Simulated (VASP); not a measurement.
Set up this calculation in VASP 6.6.1, as the native input.

- Task: single point
- Functional: PBE
- Potentials or basis: VASP PAW PBE potentials, release 64 (In_d, Se)
- Cutoff: 520 eV
- k mesh: 10 × 10 × 10
- Occupations: gaussian, width 0.05 eV
- Spin: no spin polarisation
- Dipole correction: no
- Further INCAR settings: ALGO = Normal; EDIFF = 1e-06; NBANDS = 27

The structure of InSe lies in POSCAR:

```
InSe
1.0
    2.0396116039      1.1775703085      9.0753457206
   -2.0396116039      1.1775703085      9.0753457206
    0.0000000000     -2.3551406171      9.0753457206
In Se
2 2
Direct
    0.0042257348      0.0042257348      0.0042257348
    0.1079559336      0.1079559336      0.1079559336
    0.6239839782      0.6239839782      0.6239839782
    0.8215343535      0.8215343535      0.8215343535
```

The input as run:

INCAR

```
PREC = Accurate ; ENCUT = 520
EDIFF = 1E-6 ; ISMEAR = 0
SIGMA = 0.05 ; LREAL = F
LASPH = T ; NELM = 80
ALGO = Normal ; ISIF = 2
LWAVE = F ; LCHARG = T
GGA = PE ; LELF = T
LVHAR = T ; NBANDS = 27
```

KPOINTS

```
Automatic mesh
0
Gamma
  10 10 10
```

Potentials or basis: VASP PAW PBE potentials, release 64 (In_d, Se).

Run with:

```console
$ cat potpaw_PBE.64/In_d/POTCAR potpaw_PBE.64/Se/POTCAR > POTCAR
$ mpirun -np 1 vasp_std > vasp.out
```

It gave:

```
Pressure               : 0.2 GPa
Largest force          : 0.010 eV/Å
Band gap on the k mesh : 0.65 eV
```

Caveat: semilocal functionals underestimate gaps, and a narrow one can read as zero; spin-orbit coupling is left out, which moves the levels of the heavy elements.

Run time: 25 min on 1 thread of Intel(R) Xeon(R) 6975P-C (Granite Rapids), on a shared host, peak memory 0.89 GiB.
